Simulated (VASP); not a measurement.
# SiO2 (P4_2/mnm) in VASP: further runs

The runs below take SiO2 through single point, with r2SCAN, HSE06.

All numbers are computed with VASP 6.6.1; they aren't measurements. Logs are shortened: lines on timing, memory, paths and dates and some standing lists are left out, and cuts for length are marked.

## Step 1: The cell of the first run

It takes space group P4_2/mnm (No. 136, tetragonal). Conventional cell: a = 4.101 Å, b = 4.101 Å, c = 2.615 Å, α = 90.00°, β = 90.00°, γ = 90.00°. Within 2.3 Å of Si (site symmetry mmm) lie 6 O at 1.73 to 1.76 Å. O (site symmetry m2m) has 3 Si at 1.73 to 1.76 Å and 1 O at 2.27 Å within 2.3 Å.

## Step 2: Single point, r2SCAN (strain -2.0%)

The input, POSCAR:

```
SiO2
1.0
    4.1014850227      0.0000000000      0.0000000000
    0.0000000000      4.1014850227      0.0000000000
    0.0000000000      0.0000000000      2.6154630931
Si O
2 4
Direct
    0.0000000000      0.0000000000      0.0000000000
    0.5000000000      0.5000000000      0.5000000000
    0.3041475490      0.3041475490      0.0000000000
    0.1958524510      0.8041475490      0.5000000000
    0.8041475490      0.1958524510      0.5000000000
    0.6958524510      0.6958524510      0.0000000000
```

The input, INCAR.step1:

```
SYSTEM = SiO2
PREC = Accurate
ENCUT = 520
ISMEAR = 0
SIGMA = 0.01
LREAL = .FALSE.
LASPH = .TRUE.
NELM = 80
NBANDS = 25
GGA = PE
ALGO = Normal
EDIFF = 1E-4
LWAVE = .TRUE.
LCHARG = .FALSE.
```

The input, INCAR.step2:

```
SYSTEM = SiO2
PREC = Accurate
ENCUT = 520
EDIFF = 1E-7
ISMEAR = 0
SIGMA = 0.01
LREAL = .FALSE.
LASPH = .TRUE.
NELM = 80
ALGO = Normal
ISIF = 2
LWAVE = .FALSE.
LCHARG = .FALSE.
METAGGA = R2SCAN
LMIXTAU = .TRUE.
NBANDS = 25
ISTART = 1
```

The input, KPOINTS:

```
regular mesh
0
G
  6 6 10
  0 0 0
```

Potentials or basis: VASP PAW PBE potentials, release 64 (Si, O).

On the command line:

```console
$ cat potpaw_PBE.64/Si/POTCAR potpaw_PBE.64/O/POTCAR > POTCAR
$ cp INCAR.step1 INCAR
$ mpirun -np 1 vasp_std > vasp.out
$ cp INCAR.step2 INCAR
$ mpirun -np 1 vasp_std > vasp.out
```

OUTCAR:

```text
SYSTEM = SiO2
   PREC = Accurate
   ENCUT = 520
   EDIFF = 1E-7
   ISMEAR = 0
   LREAL = .FALSE.
   LASPH = .TRUE.
   NELM = 80
   ISIF = 2
   METAGGA = R2SCAN
   ISTART = 1

 ion  position               nearest neighbor table
   1  0.000  0.000  0.000-   4 1.73   5 1.73   4 1.73   5 1.73   3 1.76   6 1.76
   2  0.500  0.500  0.500-   3 1.73   6 1.73   3 1.73   6 1.73   5 1.76   4 1.76
   3  0.304  0.304  0.000-   2 1.73   2 1.73   1 1.76
   4  0.196  0.804  0.500-   1 1.73   1 1.73   2 1.76
   5  0.804  0.196  0.500-   1 1.73   1 1.73   2 1.76
   6  0.696  0.696  0.000-   2 1.73   2 1.73   1 1.76

  LATTYP: Found a simple tetragonal cell.
 ALAT       =     4.1014850227
 C/A-ratio  =     0.6376868570

  Lattice vectors:

 A1 = (   4.1014850227,   0.0000000000,   0.0000000000)
 A2 = (   0.0000000000,   4.1014850227,   0.0000000000)
 A3 = (   0.0000000000,   0.0000000000,   2.6154630931)

Analysis of symmetry for initial positions (statically):
=====================================================================
 Subroutine PRICEL returns:
 Original cell was already a primitive cell.

 Routine SETGRP: Setting up the symmetry group for a
 simple tetragonal supercell.

 Subroutine GETGRP returns: Found 16 space group operations
 (whereof  8 operations were pure point group operations)
 out of a pool of 16 trial point group operations.

The static configuration has the point symmetry D_2h.
 The point group associated with its full space group is D_4h.

Analysis of symmetry for dynamics (positions and initial velocities):
=====================================================================
 Subroutine PRICEL returns:
 Original cell was already a primitive cell.

 Routine SETGRP: Setting up the symmetry group for a
 simple tetragonal supercell.

 Subroutine GETGRP returns: Found 16 space group operations
 (whereof  8 operations were pure point group operations)
 out of a pool of 16 trial point group operations.

The dynamic configuration has the point symmetry D_2h.
 The point group associated with its full space group is D_4h.

 Subroutine INISYM returns: Found 16 space group operations
 (whereof  8 operations are pure point group operations),
 and found     1 'primitive' translations

----------------------------------------------------------------------------------------

                                     Primitive cell

  volume of cell :      43.9978

  direct lattice vectors                    reciprocal lattice vectors
     4.101485023  0.000000000  0.000000000     0.243814129  0.000000000  0.000000000
     0.000000000  4.101485023  0.000000000     0.000000000  0.243814129  0.000000000
     0.000000000  0.000000000  2.615463093     0.000000000  0.000000000  0.382341469

  length of vectors
     4.101485023  4.101485023  2.615463093     0.243814129  0.243814129  0.382341469

  position of ions in fractional coordinates (direct lattice)
     0.000000000  0.000000000  0.000000000
     0.500000000  0.500000000  0.500000000
     0.304147549  0.304147549  0.000000000
     0.195852451  0.804147549  0.500000000
     0.804147549  0.195852451  0.500000000
     0.695852451  0.695852451  0.000000000

  ion indices of the primitive-cell ions
   primitive index   ion index
                 1           1
                 2           2
                 3           3
                 4           4
                 5           5
                 6           6

----------------------------------------------------------------------------------------

 KPOINTS: regular mesh

Automatic generation of k-mesh.
 Grid dimensions read from file:
 generate k-points for:    6    6   10

 Generating k-lattice:

  Cartesian coordinates                     Fractional coordinates (reciprocal lattice)
     0.040635688  0.000000000  0.000000000     0.166666667  0.000000000  0.000000000
     0.000000000  0.040635688  0.000000000     0.000000000  0.166666667  0.000000000
     0.000000000  0.000000000  0.038234147     0.000000000  0.000000000  0.100000000

  Length of vectors
     0.040635688  0.040635688  0.038234147

  Shift w.r.t. Gamma in fractional coordinates (k-lattice)
     0.000000000  0.000000000  0.000000000

 Subroutine IBZKPT returns following result:
 ===========================================

 Found     60 irreducible k-points:

 Following reciprocal coordinates:
            Coordinates               Weight
  0.000000  0.000000  0.000000      1.000000
  0.166667  0.000000  0.000000      4.000000
  0.333333  0.000000  0.000000      4.000000
  0.500000  0.000000  0.000000      2.000000
  0.166667  0.166667  0.000000      4.000000
  0.333333  0.166667  0.000000      8.000000
[... 16 lines left out ...]
  0.333333  0.000000  0.200000      8.000000
  0.500000  0.000000  0.200000      4.000000
 [... further k-points ...]
   k-points           NKPTS =     60   k-points in BZ     NKDIM =     60   number of bands    NBANDS=     25
   number of dos      NEDOS =    301   number of ions     NIONS =      6
   total plane-waves  NPLWV =  20480
   dimension x,y,z NGX =    32 NGY =   32 NGZ =   20
   dimension x,y,z NGXF=    64 NGYF=   64 NGZF=   40
   ions per type =               2   4
   NGX,Y,Z   is equivalent  to a cutoff of  12.97, 12.97, 12.71 a.u.
   NGXF,Y,Z  is equivalent  to a cutoff of  25.94, 25.94, 25.43 a.u.
 SYSTEM =  SiO2
   PREC   = accura    normal or accurate (medium, high low for compatibility)
   ISTART =      1    job   : 0-new  1-cont  2-samecut
   ICHARG =      0    charge: 1-file 2-atom 10-const
   ISPIN  =      1    spin polarized calculation?
   LNONCOLLINEAR =      F non collinear calculations
   LSORBIT =      F    spin-orbit coupling
   LASPH  =      T    aspherical Exc in radial PAW
   ENCUT  =  520.0 eV  38.22 Ry    6.18 a.u.   7.63  7.63  4.86*2*pi/ulx,y,z
   NELM   =     80;   NELMIN=  2; NELMDL=  0     # of ELM steps
   EDIFF  = 0.1E-06   stopping-criterion for ELM
   LREAL  =      F    real-space projection
   EDIFFG = 0.1E-05   stopping-criterion for IOM
   NSW    =      0    number of steps for IOM
   IBRION =     -1    ionic relax: 0-MD 1-quasi-New 2-CG
   NFREE  =      0    steps in history (QN), initial steepest desc. (CG)
   ISIF   =      2    stress and relaxation
   ISYM   =      2    0-nonsym 1-usesym 2-fastsym
   POTIM  = 0.5000    time-step for ionic-motion
   TEBEG  =    0.0;   TEEND  =   0.0 temperature during run
   PSTRESS=    0.0 pullay stress
   NELECT =      32.0000    total number of electrons
   NUPDOWN=      -1.0000    fix difference up-down
   EMIN   =  10.00;   EMAX   =-10.00  energy-range for DOS
   EFERMI =   0.00;   METHOD = LEGACY
   ISMEAR =     0;   SIGMA  =   0.01  broadening in eV -4-tet -1-fermi 0-gaus
   EFERMI_NEDOS =   21; number of points for ismear=-14 and -15
   IALGO  =     38    algorithm
   IMIX   =      4    mixing-type and parameters
     AMIX     =   0.40;   BMIX     =  1.00
     AMIX_MAG =   1.60;   BMIX_MAG =  1.00
  volume/ion in A,a.u.               =       7.33        49.49
  Fermi-wavevector in a.u.,A,eV,Ry     =   1.472249  2.782147 29.490852  2.167516
  Thomas-Fermi vector in A             =   2.587286
   LORBIT       =      0    0 simple, 1 ext, 2 COOP (PROOUT), +10 PAW based schemes
   METAGGA = R2SCAN    functional components
   LHFCALC =     F    Hartree Fock is set to
   AEXX    =    0.0000 exact exchange contribution
   IVDW    =     0    specifies the selected vdW correction
   LEPSILON=     F    determine dielectric tensor
   LRPA    =     F    only Hartree local field effects (RPA)
 non-spin polarized calculation
 Gauss-broadening in eV      SIGMA  =   0.01
  energy-cutoff  :      520.00
  volume of cell :       44.00
 maximum number of plane-waves:      1210
 NGX is ok and might be reduce to    32
   NGX = 15   NGY = 15   NGZ =  9

 number of electron      31.9999987 magnetization

 Free energy of the ion-electron system (eV)
  ---------------------------------------------------
  ext. energy  EPLUGINS =         0.00000000
  ---------------------------------------------------
  free energy    TOTEN  =       -58.59264347 eV

  energy without entropy =      -58.59264347  energy(sigma->0) =      -58.59264347

 E-fermi :   8.8441     XC(G=0): -13.2016

 val. band max:        8.6744696835   @ k =   0.0000   0.0000   0.0000
 cond. band min:      16.2696097783   @ k =   0.0000   0.0000   0.0000
 fundamental gap:      7.5951400948
 Fermi energy:         8.8440723753

 k-point     1 :       0.0000    0.0000    0.0000
  band No.  band energies     occupation
      1     -15.5256      2.00000
      2     -11.6628      2.00000
      3     -11.6628      2.00000
      4     -11.2548      2.00000
      5      -2.8895      2.00000
      6       1.7442      2.00000
[... 17 lines left out ...]
     24      25.2146      0.00000
     25      26.3759      0.00000

 k-point     2 :       0.1667    0.0000    0.0000
  band No.  band energies     occupation
      1     -15.3679      2.00000
      2     -12.3161      2.00000
      3     -11.5806      2.00000
      4     -10.9455      2.00000
      5      -2.6795      2.00000
      6       0.9867      2.00000
[... 17 lines left out ...]
     24      24.4266      0.00000
     25      26.1811      0.00000

 k-point     3 :       0.3333    0.0000    0.0000
  band No.  band energies     occupation
      1     -14.9069      2.00000
      2     -13.2716      2.00000
      3     -11.3591      2.00000
      4     -10.8792      2.00000
      5      -2.1072      2.00000
      6      -0.1855      2.00000
[... 17 lines left out ...]
     24      24.4289      0.00000
     25      25.3461      0.00000

 k-point     4 :       0.5000    0.0000    0.0000
  band No.  band energies     occupation
      1     -14.1820      2.00000
      2     -14.1820      2.00000
      3     -11.0778      2.00000
      4     -11.0778      2.00000
      5      -1.2562      2.00000
      6      -1.2562      2.00000
[... 17 lines left out ...]
     24      23.9308      0.00000
     25      25.2845      0.00000

 k-point     5 :       0.1667    0.1667    0.0000
  band No.  band energies     occupation
      1     -15.2141      2.00000
      2     -12.4992      2.00000
      3     -11.7701      2.00000
      4     -10.8606      2.00000
      5      -2.4388      2.00000
      6       0.9179      2.00000
[... 17 lines left out ...]
     24      24.1547      0.00000
     25      26.0147      0.00000

 k-point     6 :       0.3333    0.1667    0.0000
  band No.  band energies     occupation
      1     -14.7660      2.00000
      2     -13.2279      2.00000
      3     -11.6377      2.00000
      4     -10.9739      2.00000
      5      -1.8059      2.00000
      6       0.0772      2.00000
[... 17 lines left out ...]
     24      24.1438      0.00000
     25      25.5055      0.00000
[... 393 lines left out ...]
 k-point    21 :       0.0000    0.0000    0.2000
  band No.  band energies     occupation
      1     -14.9624      2.00000
      2     -11.3861      2.00000
      3     -11.3861      2.00000
      4     -11.2602      2.00000
      5      -2.6509      2.00000
      6       1.7717      2.00000
[... 17 lines left out ...]
     24      25.0166      0.00000
     25      25.0465      0.00000

 k-point    22 :       0.1667    0.0000    0.2000
  band No.  band energies     occupation
      1     -14.8132      2.00000
      2     -12.0208      2.00000
      3     -11.3233      2.00000
      4     -10.9242      2.00000
      5      -2.3798      2.00000
      6       1.2242      2.00000
[... 17 lines left out ...]
     24      24.3336      0.00000
     25      24.3991      0.00000

 k-point    23 :       0.3333    0.0000    0.2000
  band No.  band energies     occupation
      1     -14.3794      2.00000
      2     -12.8722      2.00000
      3     -11.1580      2.00000
      4     -10.8388      2.00000
      5      -1.6939      2.00000
      6       0.1741      2.00000
[... 17 lines left out ...]
     24      23.0394      0.00000
     25      24.3902      0.00000

 k-point    24 :       0.5000    0.0000    0.2000
  band No.  band energies     occupation
      1     -13.7043      2.00000
      2     -13.7043      2.00000
      3     -10.9598      2.00000
      4     -10.9598      2.00000
      5      -0.8118      2.00000
      6      -0.8118      2.00000
[... 17 lines left out ...]
     24      22.7245      0.00000
     25      24.3449      0.00000

 [... further k-points ...]
[... 5 lines left out ...]
  --------------------------------------------------------------------------------------
  -------------------------------------------------------------------------------------
  Total        5.5534875      5.5534875      7.4305551      0.0000000      0.0000000      0.0000000
  in kB      202.2299744    202.2299744    270.5832967      0.0000000      0.0000000      0.0000000
  external PRESSURE =     225.0144151 kB  Pullay stress =       0.0000000 kB

 VOLUME and BASIS-vectors are now :
 -----------------------------------------------------------------------------
  energy-cutoff  :      520.00
  volume of cell :       44.00
      direct lattice vectors                 reciprocal lattice vectors
     4.101485023  0.000000000  0.000000000     0.243814129  0.000000000  0.000000000
     0.000000000  4.101485023  0.000000000     0.000000000  0.243814129  0.000000000
     0.000000000  0.000000000  2.615463093     0.000000000  0.000000000  0.382341469

 POSITION                                       TOTAL-FORCE (eV/Angst)
 -----------------------------------------------------------------------------------
      0.00000      0.00000      0.00000        -0.000000      0.000000      0.000000
      2.05074      2.05074      1.30773        -0.000000      0.000000      0.000000
      1.24746      1.24746      0.00000        -0.018874     -0.018874      0.000000
      0.80329      3.29820      1.30773         0.018874     -0.018874      0.000000
      3.29820      0.80329      1.30773        -0.018874      0.018874     -0.000000
      2.85403      2.85403      0.00000         0.018874      0.018874     -0.000000
 -----------------------------------------------------------------------------------
    total drift:                                0.000000     -0.000000      0.000000

  FREE ENERGIE OF THE ION-ELECTRON SYSTEM (eV)
  ---------------------------------------------------
  free  energy   TOTEN  =       -58.5926434737 eV

  energy  without entropy=      -58.5926434737  energy(sigma->0) =      -58.59264347
```

Wall time 2 min (1 thread of Intel Xeon Platinum 8488C (Sapphire Rapids), shared host); peak memory 0.18 GiB.

What came out:

* Free energy: -58.5926 eV
* Pressure: 22.5 GPa
* Largest force: 0.027 eV/Å
* Band gap on the k mesh: 7.60 eV

Forces in eV/Å, atoms in the order of the input:
```
Si   0.000  0.000  0.000
Si   0.000  0.000  0.000
O   -0.019 -0.019  0.000
O    0.019 -0.019  0.000
O   -0.019  0.019  0.000
O    0.019  0.019  0.000
```

Stress tensor (GPa, compression positive):
```
20.22  0.00  0.00
 0.00 20.22  0.00
 0.00  0.00 27.06
```

Levels at points of the mesh, in eV from the valence-band top:
```csv
k point,band 12,band 13,band 14,band 15,band 16,band 17,band 18,band 19,band 20,band 21
"(0.00, 0.00, 0.00)",-3.35,-2.50,-0.95,-0.95,0.00,7.60,7.92,9.96,9.96,12.11
"(0.50, 0.00, 0.00)",-4.28,-2.82,-2.82,-1.14,-1.14,9.53,9.53,10.55,10.55,12.52
"(0.50, 0.50, 0.00)",-3.50,-2.92,-2.92,-2.56,-2.56,9.20,9.20,11.68,11.68,15.01
"(0.00, 0.00, 0.50)",-5.00,-3.45,-3.45,-2.92,-2.92,10.95,10.95,14.34,14.34,14.87
"(0.50, 0.00, 0.50)",-4.36,-2.47,-2.47,-1.97,-1.97,10.36,10.36,11.58,11.58,13.64
"(0.50, 0.50, 0.50)",-4.76,-1.85,-1.85,-1.77,-1.77,8.78,8.78,12.54,12.54,12.91
```

Caveat: the cell differs from its parent crystal (strain -2.0%); the cell stands under pressure; the PAW data sets were made with another functional, which shifts forces and pressure a little. A k mesh can miss the band edges.

## Step 3: Single point, r2SCAN (strain -1.0%)

The input, POSCAR:

```
SiO2
1.0
    4.1433369106      0.0000000000      0.0000000000
    0.0000000000      4.1433369106      0.0000000000
    0.0000000000      0.0000000000      2.6421514920
Si O
2 4
Direct
    0.0000000000      0.0000000000      0.0000000000
    0.5000000000      0.5000000000      0.5000000000
    0.3050916275      0.3050916275      0.0000000000
    0.1949083725      0.8050916275      0.5000000000
    0.8050916275      0.1949083725      0.5000000000
    0.6949083725      0.6949083725      0.0000000000
```

The input, INCAR.step1:

```
SYSTEM = SiO2
PREC = Accurate
ENCUT = 520
ISMEAR = 0
SIGMA = 0.01
LREAL = .False.
LASPH = .True.
NELM = 60
NBANDS = 25
GGA = PE
ALGO = Normal
EDIFF = 1E-4
LWAVE = .True.
LCHARG = .False.
```

The input, INCAR.step2:

```
SYSTEM = SiO2
PREC = Accurate
ENCUT = 520
EDIFF = 1E-7
ISMEAR = 0
SIGMA = 0.01
LREAL = .False.
LASPH = .True.
NELM = 60
ALGO = Normal
ISIF = 2
LWAVE = .False.
LCHARG = .False.
METAGGA = R2SCAN
LMIXTAU = .True.
NBANDS = 25
ISTART = 1
```

The input, KPOINTS:

```
regular mesh
0
Gamma
  6 6 10
  0 0 0
```

Potentials or basis: VASP PAW PBE potentials, release 64 (Si, O).

On the command line:

```console
$ cat potpaw_PBE.64/Si/POTCAR potpaw_PBE.64/O/POTCAR > POTCAR
$ cp INCAR.step1 INCAR
$ mpirun -np 1 vasp_std > vasp.out
$ cp INCAR.step2 INCAR
$ mpirun -np 1 vasp_std > vasp.out
```

It took 1.9 min on 1 thread of Intel Xeon Platinum 8488C (Sapphire Rapids), shared host; peak memory 0.18 GiB.

Results (log left out):

```yaml
Free_energy: -58.7356 eV
Pressure: 10.7 GPa
Largest_force: 0.025 eV/Å
Band_gap_on_the_k_mesh: 7.04 eV
```

Forces in eV/Å, atoms in the order of the input:
```
Si   0.000  0.000  0.000
Si   0.000  0.000  0.000
O   -0.017 -0.017  0.000
O    0.017 -0.017  0.000
O   -0.017  0.017  0.000
O    0.017  0.017  0.000
```

Stress tensor (GPa, compression positive):
```
 9.39  0.00  0.00
 0.00  9.39  0.00
 0.00  0.00 13.31
```

Levels at points of the mesh, in eV from the valence-band top:
| k point | band 12 | band 13 | band 14 | band 15 | band 16 | band 17 | band 18 | band 19 | band 20 | band 21 |
| --- | --- | --- | --- | --- | --- | --- | --- | --- | --- | --- |
| (0.00, 0.00, 0.00) | -3.26 | -2.51 | -0.92 | -0.92 | 0.00 | 7.04 | 7.78 | 9.71 | 9.71 | 12.08 |
| (0.50, 0.00, 0.00) | -4.10 | -2.77 | -2.77 | -1.11 | -1.11 | 9.12 | 9.12 | 10.30 | 10.30 | 12.30 |
| (0.50, 0.50, 0.00) | -3.40 | -2.80 | -2.80 | -2.44 | -2.44 | 8.80 | 8.80 | 11.36 | 11.36 | 14.70 |
| (0.00, 0.00, 0.50) | -4.83 | -3.27 | -3.27 | -2.82 | -2.82 | 10.54 | 10.54 | 14.03 | 14.03 | 14.39 |
| (0.50, 0.00, 0.50) | -4.18 | -2.39 | -2.39 | -1.89 | -1.89 | 10.09 | 10.09 | 11.23 | 11.23 | 13.46 |
| (0.50, 0.50, 0.50) | -4.68 | -1.82 | -1.82 | -1.69 | -1.69 | 8.46 | 8.46 | 12.27 | 12.27 | 12.84 |

Caveat: the cell differs from its parent crystal (strain -1.0%); the cell stands under pressure; the PAW data sets were made with another functional, which shifts forces and pressure a little.

(Continued in part 2 of 2.)
